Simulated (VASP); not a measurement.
A run of VASP 6.6.1:

INCAR

```
ALGO = Normal
EDIFF = 1E-7
ENCUT = 520
GGA = PE
ISIF = 2
ISMEAR = 0
LASPH = True
LCHARG = True
LELF = True
LREAL = False
LVHAR = True
LWAVE = False
NBANDS = 18
NELM = 60
PREC = Accurate
SIGMA = 0.1
```

KPOINTS

```
k-points
0
Gamma
  6 6 4
```

POSCAR

```
SiHC
1.0
    3.2789031100      0.0000000000      0.0000000000
    0.0000000000      3.2789031100      0.0000000000
    0.0000000000      0.0000000000      6.1707419100
Si H C
2 2 2
Direct
    0.5000000000      0.0000000000      0.5000000000
    0.0000000000      0.5000000000      0.0000000000
    0.0000000000      0.0000000000      0.7500000000
    0.0000000000      0.0000000000      0.2500000000
    0.5000000000      0.5000000000      0.0000000000
    0.5000000000      0.5000000000      0.5000000000
```

Potentials or basis: VASP PAW PBE potentials, release 64 (Si, H, C).

The run is started by

```console
$ cat potpaw_PBE.64/Si/POTCAR potpaw_PBE.64/H/POTCAR potpaw_PBE.64/C/POTCAR > POTCAR
$ mpirun -np 1 vasp_std > vasp.out
```

Hardware: 1 thread of Intel Xeon 8259CL, with other jobs on the host.

Estimate the wall time of this run.

Wall time 44 s on 1 thread of Intel Xeon 8259CL, with other jobs on the host, peak memory 0.18 GiB. Counts: scf iterations 15, k points 30.
